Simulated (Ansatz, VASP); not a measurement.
## RbSn2H2: VASP beside Ansatz

```
Sn H Rb
1.0
     2.45218    4.24730    0.00000
    -2.45218    4.24730    0.00000
     0.00000    0.00000    5.24575
Sn H Rb
2 2 1
Direct
  0.33330 0.33340 0.46560
  0.66670 0.66660 0.53440
  0.33330 0.33340 0.10670
  0.66670 0.66660 0.89330
  0.00000 0.00000 0.00000
```

Alike in both runs: task single point; functional r2SCAN; k mesh 6 × 6 × 5; occupations tetrahedron; no spin polarisation.

|  | VASP | Ansatz |
| --- | --- | --- |
| version | VASP 6.6.1 | Ansatz 0.2.0 |
| potentials or method | VASP PAW PBE potentials, release 64 (Sn_d, H, Rb_sv), cutoff 520 eV | PAW plane waves |
| valence electrons in the cell | 39 | 39 |

Ansatz gave:

- pressure (GPa): 2.9
- traceless stress, the component that is largest in VASP (GPa): -5.64
- rms of the force components (eV/Å): 0.296

Problem. Estimate VASP's values.

Solution. Pressure (GPa): 2.8; traceless stress, the component that is largest in VASP (GPa): -5.67; rms of the force components (eV/Å): 0.296.

VASP's potentials were made for PBE, not for r2SCAN. Atom by atom the forces differ by 0.002 eV/Å (rms over components). With one functional, cell and mesh, what is left measures potentials, basis and numerics. Ansatz's warnings: band table not solved further, product built on unsolved table, structure snapped to symmetry, tetrahedron derivatives may miss energy slope.
